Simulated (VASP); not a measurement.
# NaH in VASP: a series of runs

Runs on NaH. Level: HSE06. Tasks: single point.

Program: VASP 6.6.1. These are calculated values, not measurements. Logs are shortened: lines on timing, memory, paths and dates and some standing lists are left out, and cuts for length are marked.

**1. The cell of the first run**

Symmetry: R-3m, No. 166, trigonal system. The conventional cell has a = 4.147 Å, b = 4.147 Å, c = 5.224 Å, α = 90.00°, β = 90.00°, γ = 120.00°. Within 3.4 Å of Na (site symmetry -3m) lie 8 H at 2.55 to 2.61 Å and 6 Na at 2.96 Å. Within 3.4 Å of H (site symmetry -3m) lie 8 Na at 2.55 to 2.61 Å and 6 H at 2.96 Å.

**2. Single point, HSE06 (strain along [111] +2.9%)**

Contents of POSCAR:

```
NaH
1.0
    2.9602489229      0.0278577165      0.0278577165
    0.0278577165      2.9602489229      0.0278577165
    0.0278577165      0.0278577165      2.9602489229
Na H
1 1
Direct
    0.0000000000      0.0000000000      0.0000000000
    0.5000000000      0.5000000000      0.5000000000
```

Contents of INCAR.step1:

```
SYSTEM = NaH
ALGO = Normal ; EDIFF = 1E-5
ENCUT = 520 ; GGA = PE
ISIF = 2 ; ISMEAR = 0
LASPH = .TRUE. ; LCHARG = .FALSE.
LREAL = .FALSE. ; LWAVE = .TRUE.
NBANDS = 11 ; NELM = 60
PREC = Accurate ; SIGMA = 0.01
```

Contents of INCAR.step2:

```
SYSTEM = NaH
ALGO = Normal ; EDIFF = 1E-6
ENCUT = 520 ; GGA = PE
HFSCREEN = 0.2079 ; ISIF = 2
ISMEAR = 0 ; ISTART = 1
LASPH = .TRUE. ; LCHARG = .FALSE.
LHFCALC = .TRUE. ; LREAL = .FALSE.
LWAVE = .FALSE. ; NBANDS = 11
NELM = 60 ; PREC = Accurate
PRECFOCK = Normal ; SIGMA = 0.01
```

Contents of KPOINTS:

```
k-points
0
G
  6 6 6
  0 0 0
```

Potentials or basis: VASP PAW PBE potentials, release 64 (Na_pv, H).

Command:

```console
$ cat potpaw_PBE.64/Na_pv/POTCAR potpaw_PBE.64/H/POTCAR > POTCAR
$ cp INCAR.step1 INCAR
$ mpirun -np 1 vasp_std > vasp.out
$ cp INCAR.step2 INCAR
$ mpirun -np 1 vasp_std > vasp.out
```

OUTCAR:

```text
SYSTEM = NaH
   EDIFF = 1E-6
   ENCUT = 520
   GGA = PE
   HFSCREEN = 0.2079
   ISIF = 2
   ISMEAR = 0
   ISTART = 1
   LASPH = .TRUE.
   LHFCALC = .TRUE.
   LREAL = .FALSE.
   NELM = 60
   PREC = Accurate
   PRECFOCK = Normal

 ion  position               nearest neighbor table
   1  0.000  0.000  0.000-
   2  0.500  0.500  0.500-

  LATTYP: Found a trigonal (rhomboedric) cell.
 ALAT       =     2.9605110691
 COS(alpha) =     0.0189064093

  Lattice vectors:

 A1 = (   2.9602489229,   0.0278577165,   0.0278577165)
 A2 = (   0.0278577165,   2.9602489229,   0.0278577165)
 A3 = (   0.0278577165,   0.0278577165,   2.9602489229)

Analysis of symmetry for initial positions (statically):
=====================================================================
 Subroutine PRICEL returns:
 Original cell was already a primitive cell.

 Routine SETGRP: Setting up the symmetry group for a
 trigonal (rhombohedral) supercell.

 Subroutine GETGRP returns: Found 12 space group operations
 (whereof 12 operations were pure point group operations)
 out of a pool of 12 trial point group operations.

The static configuration has the point symmetry D_3d.

Analysis of symmetry for dynamics (positions and initial velocities):
=====================================================================
 Subroutine PRICEL returns:
 Original cell was already a primitive cell.

 Routine SETGRP: Setting up the symmetry group for a
 trigonal (rhombohedral) supercell.

 Subroutine GETGRP returns: Found 12 space group operations
 (whereof 12 operations were pure point group operations)
 out of a pool of 12 trial point group operations.

The dynamic configuration has the point symmetry D_3d.

 Subroutine INISYM returns: Found 12 space group operations
 (whereof 12 operations are pure point group operations),
 and found     1 'primitive' translations

----------------------------------------------------------------------------------------

                                     Primitive cell

  volume of cell :      25.9340

  direct lattice vectors                    reciprocal lattice vectors
     2.960248923  0.027857717  0.027857717     0.337868715 -0.003149905 -0.003149905
     0.027857717  2.960248923  0.027857717    -0.003149905  0.337868715 -0.003149905
     0.027857717  0.027857717  2.960248923    -0.003149905 -0.003149905  0.337868715

  length of vectors
     2.960511069  2.960511069  2.960511069     0.337898079  0.337898079  0.337898079

  position of ions in fractional coordinates (direct lattice)
     0.000000000  0.000000000  0.000000000
     0.500000000  0.500000000  0.500000000

  ion indices of the primitive-cell ions
   primitive index   ion index
                 1           1
                 2           2

----------------------------------------------------------------------------------------

 KPOINTS: k-points

Automatic generation of k-mesh.
 Grid dimensions read from file:
 generate k-points for:    6    6    6

 Generating k-lattice:

  Cartesian coordinates                     Fractional coordinates (reciprocal lattice)
     0.056311452 -0.000524984 -0.000524984     0.166666667 -0.000000000  0.000000000
    -0.000524984  0.056311452 -0.000524984    -0.000000000  0.166666667  0.000000000
    -0.000524984 -0.000524984  0.056311452     0.000000000  0.000000000  0.166666667

  Length of vectors
     0.056316347  0.056316347  0.056316347

  Shift w.r.t. Gamma in fractional coordinates (k-lattice)
     0.000000000  0.000000000  0.000000000

 Subroutine IBZKPT returns following result:
 ===========================================

 Found     32 irreducible k-points:

 Following reciprocal coordinates:
            Coordinates               Weight
  0.000000  0.000000  0.000000      1.000000
  0.166667 -0.000000  0.000000      6.000000
  0.333333  0.000000  0.000000      6.000000
  0.500000  0.000000  0.000000      3.000000
  0.166667  0.166667 -0.000000      6.000000
  0.333333  0.166667  0.000000     12.000000
[... 16 lines left out ...]
  0.500000  0.500000  0.166667      6.000000
 -0.333333  0.500000  0.166667     12.000000
 [... further k-points ...]
   k-points           NKPTS =     32   k-points in BZ     NKDIM =    216   number of bands    NBANDS=     11
   number of dos      NEDOS =    301   number of ions     NIONS =      2
   total plane-waves  NPLWV =  13824
   dimension x,y,z NGX =    24 NGY =   24 NGZ =   24
   dimension x,y,z NGXF=    48 NGYF=   48 NGZF=   48
   ions per type =               1   1
   NGX,Y,Z   is equivalent  to a cutoff of  13.48, 13.48, 13.48 a.u.
   NGXF,Y,Z  is equivalent  to a cutoff of  26.95, 26.95, 26.95 a.u.
 SYSTEM =  NaH
   PREC   = accura    normal or accurate (medium, high low for compatibility)
   ISTART =      1    job   : 0-new  1-cont  2-samecut
   ICHARG =      0    charge: 1-file 2-atom 10-const
   ISPIN  =      1    spin polarized calculation?
   LNONCOLLINEAR =      F non collinear calculations
   LSORBIT =      F    spin-orbit coupling
   LASPH  =      T    aspherical Exc in radial PAW
   ENCUT  =  520.0 eV  38.22 Ry    6.18 a.u.   5.50  5.50  5.50*2*pi/ulx,y,z
   NELM   =     60;   NELMIN=  2; NELMDL=  0     # of ELM steps
   EDIFF  = 0.1E-05   stopping-criterion for ELM
   LREAL  =      F    real-space projection
   EDIFFG = 0.1E-04   stopping-criterion for IOM
   NSW    =      0    number of steps for IOM
   IBRION =     -1    ionic relax: 0-MD 1-quasi-New 2-CG
   NFREE  =      0    steps in history (QN), initial steepest desc. (CG)
   ISIF   =      2    stress and relaxation
   ISYM   =      3    0-nonsym 1-usesym 2-fastsym
   POTIM  = 0.5000    time-step for ionic-motion
   TEBEG  =    0.0;   TEEND  =   0.0 temperature during run
   PSTRESS=    0.0 pullay stress
   NELECT =       8.0000    total number of electrons
   NUPDOWN=      -1.0000    fix difference up-down
   EMIN   =  10.00;   EMAX   =-10.00  energy-range for DOS
   EFERMI =   0.00;   METHOD = LEGACY
   ISMEAR =     0;   SIGMA  =   0.01  broadening in eV -4-tet -1-fermi 0-gaus
   EFERMI_NEDOS =   21; number of points for ismear=-14 and -15
   IALGO  =     38    algorithm
   IMIX   =      1    mixing-type and parameters
     AMIX     =   0.40;   BMIX     =  1.00
     AMIX_MAG =   1.60;   BMIX_MAG =  1.00
  volume/ion in A,a.u.               =      12.97        87.51
  Fermi-wavevector in a.u.,A,eV,Ry     =   1.106152  2.090324 16.647712  1.223572
  Thomas-Fermi vector in A             =   2.242649
   LORBIT       =      0    0 simple, 1 ext, 2 COOP (PROOUT), +10 PAW based schemes
   GGA     = PE    functional components
   LHFCALC =     T    Hartree Fock is set to
   PRECFOCK=normal    Normal, Fast or Accurate (Low or Medium for compatibility)
   ENCUT4O =  -1.0   cutoff for four orbital integrals eV
   NKREDX  =     1    reduce k-point grid by
   NKREDY  =     1    reduce k-point grid by
   NKREDZ  =     1    reduce k-point grid by
   AEXX    =    0.2500 exact exchange contribution
   HFSCREEN=    0.2079 screening length (either q_TF or 0.3 A-1)
   HFSCREENC=   0.2079 screening length for correlation (either q_TF or 0.3 A-1)
   ENCUTFOCK=  -1.0 apply spherical cutoff to Coloumb kernel
   IVDW    =     0    specifies the selected vdW correction
   LEPSILON=     F    determine dielectric tensor
   LRPA    =     F    only Hartree local field effects (RPA)
 non-spin polarized calculation
 Gauss-broadening in eV      SIGMA  =   0.01
  energy-cutoff  :      520.00
  volume of cell :       25.93
 maximum number of plane-waves:       727
 NGX is ok and might be reduce to    24
  NGX = 18; NGY = 18; NGZ = 18

 number of electron       8.0000004 magnetization

 Free energy of the ion-electron system (eV)
  ---------------------------------------------------
  ext. energy  EPLUGINS =         0.00000000
  ---------------------------------------------------
  free energy    TOTEN  =        -5.44426184 eV

  energy without entropy =       -5.44426184  energy(sigma->0) =       -5.44426184

 E-fermi :   0.8223     XC(G=0):  -6.8095

 val. band max:        0.7305752587   @ k =   0.5000   0.5000   0.5000
 cond. band min:       2.6088812538   @ k =   0.5000   0.0000   0.0000
 fundamental gap:      1.8783059950
 Fermi energy:         0.8222562171

 k-point     1 :       0.0000    0.0000    0.0000
  band No.  band energies     occupation
      1     -26.3335      2.00000
      2     -26.3290      2.00000
      3     -26.3290      2.00000
      4      -5.7190      2.00000
      5      10.7477      0.00000
      6      12.8378      0.00000
      7      12.8378      0.00000
      8      14.4490      0.00000
      9      14.4490      0.00000
     10      14.4593      0.00000
     11      27.7333      0.00000

 k-point     2 :       0.1667   -0.0000    0.0000
  band No.  band energies     occupation
      1     -26.3731      2.00000
      2     -26.3282      2.00000
      3     -26.3254      2.00000
      4      -5.2437      2.00000
      5       8.1455      0.00000
      6      11.9124      0.00000
      7      13.2941      0.00000
      8      14.7873      0.00000
      9      14.7997      0.00000
     10      18.9767      0.00000
     11      24.4406      0.00000

 k-point     3 :       0.3333    0.0000    0.0000
  band No.  band energies     occupation
      1     -26.4572      2.00000
      2     -26.3210      2.00000
      3     -26.3180      2.00000
      4      -3.9862      2.00000
      5       4.4284      0.00000
      6      12.5587      0.00000
      7      14.6101      0.00000
      8      15.7359      0.00000
      9      15.7531      0.00000
     10      20.6983      0.00000
     11      21.5109      0.00000

 k-point     4 :       0.5000    0.0000    0.0000
  band No.  band energies     occupation
      1     -26.4989      2.00000
      2     -26.3174      2.00000
      3     -26.3143      2.00000
      4      -3.0103      2.00000
      5       2.6089      0.00000
      6      12.9718      0.00000
      7      15.9582      0.00000
      8      16.5889      0.00000
      9      16.6635      0.00000
     10      18.3780      0.00000
     11      19.8853      0.00000

 k-point     5 :       0.1667    0.1667   -0.0000
  band No.  band energies     occupation
      1     -26.3737      2.00000
      2     -26.3626      2.00000
      3     -26.3232      2.00000
      4      -4.8015      2.00000
      5       8.0974      0.00000
      6       9.3807      0.00000
      7      12.9443      0.00000
      8      15.1442      0.00000
      9      18.6000      0.00000
     10      19.5660      0.00000
     11      20.5945      0.00000
[... 211 lines left out ...]
 k-point    21 :      -0.3333    0.3333    0.1667
  band No.  band energies     occupation
      1     -26.4327      2.00000
      2     -26.4315      2.00000
      3     -26.3462      2.00000
      4      -2.1198      2.00000
      5       6.0451      0.00000
      6       7.0381      0.00000
      7      11.4158      0.00000
      8      13.6028      0.00000
      9      17.4094      0.00000
     10      18.3672      0.00000
     11      22.7579      0.00000

 k-point    22 :      -0.1667    0.3333    0.1667
  band No.  band energies     occupation
      1     -26.4445      2.00000
      2     -26.3554      2.00000
      3     -26.3543      2.00000
      4      -3.1680      2.00000
      5       5.3063      0.00000
      6       9.6611      0.00000
      7      10.8934      0.00000
      8      16.0365      0.00000
      9      17.6960      0.00000
     10      20.0052      0.00000
     11      22.2193      0.00000

 k-point    23 :       0.5000    0.5000    0.1667
  band No.  band energies     occupation
      1     -26.4676      2.00000
      2     -26.4579      2.00000
      3     -26.3383      2.00000
      4      -0.7971      2.00000
      5       6.1630      0.00000
      6       6.4740      0.00000
      7       9.1229      0.00000
      8      13.6176      0.00000
      9      16.6992      0.00000
     10      16.9590      0.00000
     11      22.5252      0.00000

 k-point    24 :      -0.3333    0.5000    0.1667
  band No.  band energies     occupation
      1     -26.4701      2.00000
      2     -26.4252      2.00000
      3     -26.3425      2.00000
      4      -1.3987      2.00000
      5       5.0092      0.00000
      6       7.7033      0.00000
      7      11.0864      0.00000
      8      12.5909      0.00000
      9      16.3072      0.00000
     10      18.7314      0.00000
     11      23.9106      0.00000

 [... further k-points ...]
[... 5 lines left out ...]
  --------------------------------------------------------------------------------------
  -------------------------------------------------------------------------------------
  Total       -0.0643179     -0.0643179     -0.0643179      0.0203247      0.0203247      0.0203247
  in kB       -3.9734904     -3.9734904     -3.9734904      1.2556417      1.2556417      1.2556417
  external PRESSURE =      -3.9734904 kB  Pullay stress =       0.0000000 kB

 VOLUME and BASIS-vectors are now :
 -----------------------------------------------------------------------------
  energy-cutoff  :      520.00
  volume of cell :       25.93
      direct lattice vectors                 reciprocal lattice vectors
     2.960248923  0.027857717  0.027857717     0.337868715 -0.003149905 -0.003149905
     0.027857717  2.960248923  0.027857717    -0.003149905  0.337868715 -0.003149905
     0.027857717  0.027857717  2.960248923    -0.003149905 -0.003149905  0.337868715

 POSITION                                       TOTAL-FORCE (eV/Angst)
 -----------------------------------------------------------------------------------
      0.00000      0.00000      0.00000         0.000000      0.000000      0.000000
      1.50798      1.50798      1.50798        -0.000000     -0.000000      0.000000
 -----------------------------------------------------------------------------------
    total drift:                                0.000002      0.000002      0.000002

  FREE ENERGIE OF THE ION-ELECTRON SYSTEM (eV)
  ---------------------------------------------------
  free  energy   TOTEN  =        -5.4442618357 eV

  energy  without entropy=       -5.4442618357  energy(sigma->0) =       -5.44426184
```

Wall time 6.5 min (1 thread of Intel Xeon Platinum 8488C (Sapphire Rapids), shared host); peak memory 0.24 GiB.

Results:

```
Free energy            : -5.4443 eV
Pressure               : -0.4 GPa
Band gap on the k mesh : 1.88 eV, indirect (least direct gap 5.62 eV)
```

Stress tensor (GPa, compression positive):
```
-0.40  0.13  0.13
 0.13 -0.40  0.13
 0.13  0.13 -0.40
```

Levels at points of the mesh, in eV from the valence-band top:
| k point | band 2 | band 3 | band 4 | band 5 | band 6 | band 7 |
| --- | --- | --- | --- | --- | --- | --- |
| (0.00, 0.00, 0.00) | -27.06 | -27.06 | -6.45 | 10.02 | 12.11 | 12.11 |
| (0.50, 0.00, 0.00) | -27.05 | -27.04 | -3.74 | 1.88 | 12.24 | 15.23 |
| (0.50, 0.50, 0.00) | -27.19 | -27.03 | -1.89 | 5.04 | 5.36 | 7.93 |
| (0.50, 0.50, 0.50) | -27.17 | -27.17 | 0.00 | 7.64 | 8.04 | 8.04 |

Caveat: the cell differs from its parent crystal (strain along [111] +2.9%); the PAW data sets were made with another functional, which shifts forces and pressure a little. A k mesh can miss the band edges.

**3. Single point, HSE06 (epitaxial xy strain +1.9%)**

Contents of POSCAR:

```
NaH
1.0
    2.9869336829      0.0000000000      0.0000000000
    0.0000000000      2.9869336829      0.0000000000
    0.0000000000      0.0000000000      2.9479954612
Na H
1 1
Direct
    0.0000000000      0.0000000000      0.0000000000
    0.5000000000      0.5000000000      0.5000000000
```

Contents of INCAR.step1:

```
  PREC = Accurate
  ENCUT = 520
  EDIFF = 1E-5
  ISMEAR = 0
  SIGMA = 0.01
  LREAL = F
  LASPH = T
  NELM = 100
  ALGO = Normal
  ISIF = 2
  LWAVE = T
  LCHARG = F
  GGA = PE
  NBANDS = 11
```

Contents of INCAR.step2:

```
  PREC = Accurate
  ENCUT = 520
  EDIFF = 1E-6
  ISMEAR = 0
  SIGMA = 0.01
  LREAL = F
  LASPH = T
  NELM = 100
  ALGO = Normal
  ISIF = 2
  LWAVE = F
  LCHARG = F
  GGA = PE
  LHFCALC = T
  HFSCREEN = 0.2079
  PRECFOCK = Normal
  ISTART = 1
  NBANDS = 11
```

Contents of KPOINTS:

```
Automatic mesh
0
Gamma
  6 6 6
```

Potentials or basis: VASP PAW PBE potentials, release 64 (Na_pv, H).

Command:

```console
$ cat potpaw_PBE.64/Na_pv/POTCAR potpaw_PBE.64/H/POTCAR > POTCAR
$ cp INCAR.step1 INCAR
$ mpirun -np 1 vasp_std > vasp.out
$ cp INCAR.step2 INCAR
$ mpirun -np 1 vasp_std > vasp.out
```

It took 7.9 min on 1 thread of Intel Xeon Platinum 8488C (Sapphire Rapids), shared host; peak memory 0.25 GiB.

It converged, with:

| Property | Result |
| --- | --- |
| Free energy | -5.4415 eV |
| Pressure | -0.7 GPa |
| Band gap on the k mesh | 1.82 eV, indirect (least direct gap 5.56 eV) |

Stress tensor (GPa, compression positive):
```
-1.23  0.00  0.00
 0.00 -1.23  0.00
 0.00  0.00  0.26
```

Levels at points of the mesh, in eV from the valence-band top:
```csv
k point,band 2,band 3,band 4,band 5,band 6,band 7
"(0.00, 0.00, 0.00)",-27.07,-27.07,-6.39,9.88,11.91,12.16
"(0.50, 0.00, 0.00)",-27.06,-27.06,-3.74,1.82,12.15,15.30
"(0.50, 0.50, 0.00)",-27.20,-27.04,-1.92,5.09,5.09,7.77
"(0.00, 0.00, 0.50)",-27.06,-27.06,-3.65,1.95,12.05,15.27
"(0.50, 0.00, 0.50)",-27.20,-27.04,-1.84,5.19,5.21,7.89
"(0.50, 0.50, 0.50)",-27.18,-27.18,0.00,7.86,7.86,7.91
```

Caveat: the cell differs from its parent crystal (epitaxial xy strain +1.9%); the PAW data sets were made with another functional, which shifts forces and pressure a little. A k mesh can miss the band edges.
